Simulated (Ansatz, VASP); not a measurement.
**Two plane-wave programs on Cs**

File INCAR:

```
SYSTEM = Cs
  PREC = Accurate
  ENCUT = 500
  EDIFF = 1E-6
  ISMEAR = 0
  SIGMA = 0.05
  LREAL = .FALSE.
  LASPH = .TRUE.
  NELM = 120
  ALGO = Normal
  ISIF = 2
  LWAVE = .FALSE.
  LCHARG = .FALSE.
  NBANDS = 10
  GGA_COMPAT = .FALSE.
```

Contents of KPOINTS:

```
Automatic mesh
0
G
  4 4 4
  0 0 0
```

Contents of POSCAR:

```
Cs
1.0
   -2.9117992327      2.9117992327      2.9117992327
    2.9117992327     -2.9117992327      2.9117992327
    2.9117992327      2.9117992327     -2.9117992327
Cs
1
Direct
    0.0013351904      0.0035032132     -0.0039034730
```

Input for Ansatz:

```yaml
crystal:
  lattice:
    - [-2.9117992326936912, 2.9117992326936917, 2.9117992326936917]
    - [2.9117992326936912, -2.9117992326936917, 2.911799232693691]
    - [2.9117992326936912, 2.911799232693688, -2.9117992326936917]
  atoms:
    - { symbol: Cs, position: [0.0013351903821561721, 0.003503213200262101, -0.003903472984258421] }
kpoints:
  mp_grid:
    grid: [4, 4, 4]
hamiltonian:
  xc: lda
scf:
  occupations:
    method: gaussian
    width: 0.05
output:
  forces: true
  stress: true
```

Alike in both runs: task single point; functional LDA; k mesh 4 × 4 × 4; occupations gaussian, width 0.05 eV; no spin polarisation.

|  | VASP | Ansatz |
| --- | --- | --- |
| version | VASP 6.6.1 | Ansatz 0.2.0 |
| potentials or method | VASP PAW LDA potentials, release 64 (Cs_sv) | plane waves, PAW |
| plane-wave cutoff (eV) | 500 | 420 |
| valence electrons in the cell | 9 | 9 |

```csv
,VASP,Ansatz,Ansatz less VASP
pressure (GPa),-0.2,-0.2,+0.01
```

LDA's correlation is that of Perdew and Zunger in VASP and of Perdew and Wang (1992) in Ansatz.

The k mesh is coarse, so the values compare programs but aren't converged. Neither program's run includes spin-orbit coupling.
